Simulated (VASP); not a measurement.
# Ru (P6_3/mmc) in VASP: further runs

Ru is run at these levels: PBEsol; tasks: electric field gradients, vibrations by perturbation theory.

All numbers are computed with VASP 6.6.1; they aren't measurements. Logs are shortened: lines on timing, memory, paths and dates and some standing lists are left out, and cuts for length are marked.

## 1. The cell of the first run

It takes space group P6_3/mmc (No. 194, hexagonal). The conventional cell has a = 2.692 Å, b = 2.692 Å, c = 4.252 Å, α = 90.00°, β = 90.00°, γ = 120.00°. Within 3.5 Å of Ru (site symmetry -6m2) lie 12 Ru at 2.63 to 2.69 Å.

## 2. Electric field gradients, PBEsol

INCAR

```
PREC = Accurate
ENCUT = 520
EDIFF = 1E-8
ISMEAR = -1
SIGMA = 0.15
LREAL = F
LASPH = T
NELM = 100
ALGO = Fast
ISIF = 2
LWAVE = F
LCHARG = F
GGA = PS
LEFG = T
NBANDS = 21
```

KPOINTS

```
regular mesh
0
Gamma
  18 18 10
```

POSCAR

```
Ru
1.0
    2.6916927099      0.0000000000      0.0000000000
   -1.3458463550      2.3310742660      0.0000000000
    0.0000000000      0.0000000000      4.2517439369
Ru
2
Direct
    0.3333333333      0.6666666667      0.2500000000
    0.6666666667      0.3333333333      0.7500000000
```

Potentials or basis: VASP PAW PBE potentials, release 64 (Ru_pv).

On the command line:

```sh
$ cat potpaw_PBE.64/Ru_pv/POTCAR > POTCAR
$ mpirun -np 1 vasp_std > vasp.out
```

OUTCAR:

```text
PREC = Accurate
   ENCUT = 520
   EDIFF = 1E-8
   ISMEAR = -1
   LREAL = F
   LASPH = T
   NELM = 100
   ISIF = 2
   GGA = PS

 ion  position               nearest neighbor table
   1  0.333  0.667  0.250-   2 2.63   2 2.63   2 2.63   2 2.63   2 2.63   2 2.63
   2  0.667  0.333  0.750-   1 2.63   1 2.63   1 2.63   1 2.63   1 2.63   1 2.63

  LATTYP: Found a hexagonal cell.
 ALAT       =     2.6916927099
 C/A-ratio  =     1.5795799874

  Lattice vectors:

 A1 = (   2.6916927099,   0.0000000000,   0.0000000000)
 A2 = (  -1.3458463550,   2.3310742660,   0.0000000000)
 A3 = (   0.0000000000,   0.0000000000,   4.2517439369)

Analysis of symmetry for initial positions (statically):
=====================================================================
 Subroutine PRICEL returns:
 Original cell was already a primitive cell.

 Routine SETGRP: Setting up the symmetry group for a
 hexagonal supercell.

 Subroutine GETGRP returns: Found 24 space group operations
 (whereof 12 operations were pure point group operations)
 out of a pool of 24 trial point group operations.

The static configuration has the point symmetry D_3d.
 The point group associated with its full space group is D_6h.

Analysis of symmetry for dynamics (positions and initial velocities):
=====================================================================
 Subroutine PRICEL returns:
 Original cell was already a primitive cell.

 Routine SETGRP: Setting up the symmetry group for a
 hexagonal supercell.

 Subroutine GETGRP returns: Found 24 space group operations
 (whereof 12 operations were pure point group operations)
 out of a pool of 24 trial point group operations.

The dynamic configuration has the point symmetry D_3d.
 The point group associated with its full space group is D_6h.

 Subroutine INISYM returns: Found 24 space group operations
 (whereof 12 operations are pure point group operations),
 and found     1 'primitive' translations

----------------------------------------------------------------------------------------

                                     Primitive cell

  volume of cell :      26.6777

  direct lattice vectors                    reciprocal lattice vectors
     2.691692710  0.000000000  0.000000000     0.371513433  0.214493381  0.000000000
    -1.345846355  2.331074266  0.000000000     0.000000000  0.428986761  0.000000000
     0.000000000  0.000000000  4.251743937     0.000000000  0.000000000  0.235197607

  length of vectors
     2.691692710  2.691692710  4.251743937     0.428986761  0.428986761  0.235197607

  position of ions in fractional coordinates (direct lattice)
     0.333333333  0.666666667  0.250000000
     0.666666667  0.333333333  0.750000000

  ion indices of the primitive-cell ions
   primitive index   ion index
                 1           1
                 2           2

----------------------------------------------------------------------------------------

 KPOINTS: regular mesh

Automatic generation of k-mesh.
 Grid dimensions read from file:
 generate k-points for:   18   18   10

 Generating k-lattice:

  Cartesian coordinates                     Fractional coordinates (reciprocal lattice)
     0.020639635  0.011916299  0.000000000     0.055555556  0.000000000  0.000000000
     0.000000000  0.023832598  0.000000000     0.000000000  0.055555556  0.000000000
     0.000000000  0.000000000  0.023519761     0.000000000  0.000000000  0.100000000

  Length of vectors
     0.023832598  0.023832598  0.023519761

  Shift w.r.t. Gamma in fractional coordinates (k-lattice)
     0.000000000  0.000000000  0.000000000

 Subroutine IBZKPT returns following result:
 ===========================================

 Found    222 irreducible k-points:

 Following reciprocal coordinates:
            Coordinates               Weight
  0.000000  0.000000  0.000000      1.000000
  0.055556  0.000000  0.000000      6.000000
  0.111111  0.000000  0.000000      6.000000
  0.166667 -0.000000  0.000000      6.000000
  0.222222  0.000000  0.000000      6.000000
  0.277778 -0.000000  0.000000      6.000000
[... 16 lines left out ...]
  0.333333  0.111111  0.000000     12.000000
  0.388889  0.111111  0.000000     12.000000
 [... further k-points ...]
   k-points           NKPTS =    222   k-points in BZ     NKDIM =    222   number of bands    NBANDS=     21
   number of dos      NEDOS =    301   number of ions     NIONS =      2
   total plane-waves  NPLWV =  12800
   dimension x,y,z NGX =    20 NGY =   20 NGZ =   32
   dimension x,y,z NGXF=    40 NGYF=   40 NGZF=   64
   ions per type =               2
   NGX,Y,Z   is equivalent  to a cutoff of  12.35, 12.35, 12.51 a.u.
   NGXF,Y,Z  is equivalent  to a cutoff of  24.71, 24.71, 25.02 a.u.
 SYSTEM =  unknown system
   PREC   = accura    normal or accurate (medium, high low for compatibility)
   ISTART =      0    job   : 0-new  1-cont  2-samecut
   ICHARG =      2    charge: 1-file 2-atom 10-const
   ISPIN  =      1    spin polarized calculation?
   LNONCOLLINEAR =      F non collinear calculations
   LSORBIT =      F    spin-orbit coupling
   LASPH  =      T    aspherical Exc in radial PAW
   ENCUT  =  520.0 eV  38.22 Ry    6.18 a.u.   5.00  5.00  7.91*2*pi/ulx,y,z
   NELM   =    100;   NELMIN=  2; NELMDL= -5     # of ELM steps
   EDIFF  = 0.1E-07   stopping-criterion for ELM
   LREAL  =      F    real-space projection
   EDIFFG = 0.1E-06   stopping-criterion for IOM
   NSW    =      0    number of steps for IOM
   IBRION =     -1    ionic relax: 0-MD 1-quasi-New 2-CG
   NFREE  =      0    steps in history (QN), initial steepest desc. (CG)
   ISIF   =      2    stress and relaxation
   ISYM   =      2    0-nonsym 1-usesym 2-fastsym
   POTIM  = 0.5000    time-step for ionic-motion
   TEBEG  =    0.0;   TEEND  =   0.0 temperature during run
   PSTRESS=    0.0 pullay stress
   NELECT =      28.0000    total number of electrons
   NUPDOWN=      -1.0000    fix difference up-down
   EMIN   =  10.00;   EMAX   =-10.00  energy-range for DOS
   EFERMI =   0.00;   METHOD = LEGACY
   ISMEAR =    -1;   SIGMA  =   0.15  broadening in eV -4-tet -1-fermi 0-gaus
   EFERMI_NEDOS =   21; number of points for ismear=-14 and -15
   IALGO  =     68    algorithm
   IMIX   =      4    mixing-type and parameters
     AMIX     =   0.40;   BMIX     =  1.00
     AMIX_MAG =   1.60;   BMIX_MAG =  1.00
  volume/ion in A,a.u.               =      13.34        90.02
  Fermi-wavevector in a.u.,A,eV,Ry     =   1.663711  3.143958 37.660042  2.767935
  Thomas-Fermi vector in A             =   2.750381
   LORBIT       =      0    0 simple, 1 ext, 2 COOP (PROOUT), +10 PAW based schemes
   GGA     = PS    functional components
   LHFCALC =     F    Hartree Fock is set to
   AEXX    =    0.0000 exact exchange contribution
   IVDW    =     0    specifies the selected vdW correction
   LEPSILON=     F    determine dielectric tensor
   LRPA    =     F    only Hartree local field effects (RPA)
 non-spin polarized calculation
 RMM-DIIS sequential band-by-band and
  energy-cutoff  :      520.00
  volume of cell :       26.68
 maximum number of plane-waves:       738
 NGX is ok and might be reduce to    20
   NGX =  9   NGY =  9   NGZ = 15

 number of electron      27.9999998 magnetization

 Free energy of the ion-electron system (eV)
  ---------------------------------------------------
  ext. energy  EPLUGINS =         0.00000000
  ---------------------------------------------------
  free energy    TOTEN  =       -20.40138553 eV

  energy without entropy =      -20.28073740  energy(sigma->0) =      -20.34106147

 E-fermi :  13.0392     XC(G=0): -14.3900

 val. band max:       13.0197154630   @ k =   0.1667   0.1111   0.3000
 cond. band min:      13.0413135739   @ k =   0.2222   0.1111   0.1000
 fundamental gap:      0.0215981109
 Fermi energy:        13.0392282844

 k-point     1 :       0.0000    0.0000    0.0000
  band No.  band energies     occupation
      1     -30.6446      2.00000
      2     -29.6479      2.00000
      3     -29.6479      2.00000
      4     -29.4655      2.00000
      5     -29.4655      2.00000
      6     -29.4205      2.00000
[... 13 lines left out ...]
     20      23.2927      0.00000
     21      23.5891      0.00000

 k-point     2 :       0.0556    0.0000    0.0000
  band No.  band energies     occupation
      1     -30.6334      2.00000
      2     -29.6719      2.00000
      3     -29.6560      2.00000
      4     -29.4906      2.00000
      5     -29.4687      2.00000
      6     -29.4258      2.00000
[... 13 lines left out ...]
     20      23.2927      0.00000
     21      23.5738      0.00000

 k-point     3 :       0.1111    0.0000    0.0000
  band No.  band energies     occupation
      1     -30.6003      2.00000
      2     -29.7409      2.00000
      3     -29.6791      2.00000
      4     -29.5622      2.00000
      5     -29.4782      2.00000
      6     -29.4415      2.00000
[... 13 lines left out ...]
     20      23.2927      0.00000
     21      23.5253      0.00000

 k-point     4 :       0.1667   -0.0000    0.0000
  band No.  band energies     occupation
      1     -30.5473      2.00000
      2     -29.8468      2.00000
      3     -29.7135      2.00000
      4     -29.6698      2.00000
      5     -29.4936      2.00000
      6     -29.4678      2.00000
[... 13 lines left out ...]
     20      23.2926      0.00000
     21      23.4482      0.00000

 k-point     5 :       0.2222    0.0000    0.0000
  band No.  band energies     occupation
      1     -30.4777      2.00000
      2     -29.9767      2.00000
      3     -29.7985      2.00000
      4     -29.7545      2.00000
      5     -29.5136      2.00000
      6     -29.5046      2.00000
[... 13 lines left out ...]
     20      23.2924      0.00000
     21      23.3750      0.00000
[... 382 lines left out ...]
     20      23.3134      0.00000
     21      26.4188      0.00000

 k-point    22 :       0.2778    0.1111    0.0000
  band No.  band energies     occupation
      1     -30.2836      2.00000
      2     -30.2299      2.00000
      3     -30.0861      2.00000
      4     -29.8505      2.00000
      5     -29.6219      2.00000
      6     -29.6113      2.00000
[... 13 lines left out ...]
     20      23.3135      0.00000
     21      24.6163      0.00000

 k-point    23 :       0.3333    0.1111    0.0000
  band No.  band energies     occupation
      1     -30.3285      2.00000
      2     -30.1998      2.00000
      3     -30.1524      2.00000
      4     -29.9007      2.00000
      5     -29.6803      2.00000
      6     -29.6337      2.00000
[... 13 lines left out ...]
     20      24.3631      0.00000
     21      25.8697      0.00000

 k-point    24 :       0.3889    0.1111    0.0000
  band No.  band energies     occupation
      1     -30.3926      2.00000
      2     -30.1955      2.00000
      3     -30.1319      2.00000
      4     -29.9329      2.00000
      5     -29.7316      2.00000
      6     -29.6482      2.00000
[... 13 lines left out ...]
     20      25.1184      0.00000
     21      25.3171      0.00000

 [... further k-points ...]

------------------------ aborting loop because EDIFF is reached ----------------------------------------

  FORCE on cell =-STRESS in cart. coord.  units (eV):
  Direction    XX          YY          ZZ          XY          YZ          ZX
  --------------------------------------------------------------------------------------
  -------------------------------------------------------------------------------------
  Total       -0.0123737     -0.0123737     -0.0086343      0.0000000      0.0000000     -0.0000000
  in kB       -0.7431226     -0.7431226     -0.5185478      0.0000000      0.0000000     -0.0000000
  external PRESSURE =      -0.6682643 kB  Pullay stress =       0.0000000 kB

 VOLUME and BASIS-vectors are now :
 -----------------------------------------------------------------------------
  energy-cutoff  :      520.00
  volume of cell :       26.68
      direct lattice vectors                 reciprocal lattice vectors
     2.691692710  0.000000000  0.000000000     0.371513433  0.214493381  0.000000000
    -1.345846355  2.331074266  0.000000000     0.000000000  0.428986761  0.000000000
     0.000000000  0.000000000  4.251743937     0.000000000  0.000000000  0.235197607

 POSITION                                       TOTAL-FORCE (eV/Angst)
 -----------------------------------------------------------------------------------
     -0.00000      1.55405      1.06294         0.000000     -0.000000      0.000000
      1.34585      0.77702      3.18881        -0.000000      0.000000      0.000000
 -----------------------------------------------------------------------------------
    total drift:                               -0.000000      0.000000     -0.000000

  FREE ENERGIE OF THE ION-ELECTRON SYSTEM (eV)
  ---------------------------------------------------
  free  energy   TOTEN  =       -20.4013855337 eV

  energy  without entropy=      -20.2807373972  energy(sigma->0) =      -20.34106147

 Electric field gradients (V/A^2)
---------------------------------------------------------------------
 ion       V_xx      V_yy      V_zz      V_xy      V_xz      V_yz
---------------------------------------------------------------------
   1       7.595     7.597   -15.192     0.001     0.000    -0.000
   2       7.595     7.597   -15.192     0.001    -0.000     0.000
---------------------------------------------------------------------

 Electric field gradients after diagonalization (V/A^2)
 (convention: |V_zz| > |V_xx| > |V_yy|)
----------------------------------------------------------------------
 ion       V_xx      V_yy      V_zz     asymmetry (V_yy - V_xx)/ V_zz
----------------------------------------------------------------------
   1       7.597     7.594   -15.192       0.000
   2       7.597     7.594   -15.192       0.000
----------------------------------------------------------------------

           NMR quadrupolar parameters

 Cq : quadrupolar parameter    Cq=e*Q*V_zz/h
 eta: asymmetry parameters     (V_yy - V_xx)/ V_zz
 Q  : nuclear electric quadrupole moment in mb (millibarn)
----------------------------------------------------------------------
 ion       Cq(MHz)       eta       Q (mb)
----------------------------------------------------------------------
   1      -0.037       0.000       1.000
   2      -0.037       0.000       1.000
----------------------------------------------------------------------
```

Run time: 1.7 min. Hardware: 1 thread of Intel Xeon 6975P-C, shared host; peak memory 0.21 GiB.

Results:

```yaml
Free_energy: -20.4014 eV
Pressure: -0.1 GPa
Band_gap_on_the_k_mesh: zero (band 14 reaches 14.55 eV, above the bottom of band 15 at 11.34 eV)
```

Electric field gradients, principal values (V/Å²):
```tsv
atom	least	middle	greatest (by size)
1 Ru	7.594	7.597	-15.192
2 Ru	7.594	7.597	-15.192
```

Caveat: without QUAD_EFG the Cq values of the log hold for a quadrupole moment of 1 mb, not for the nuclei; the PAW data sets were made with another functional, which shifts forces and pressure a little.

(Part 1 of 2 ends here.)
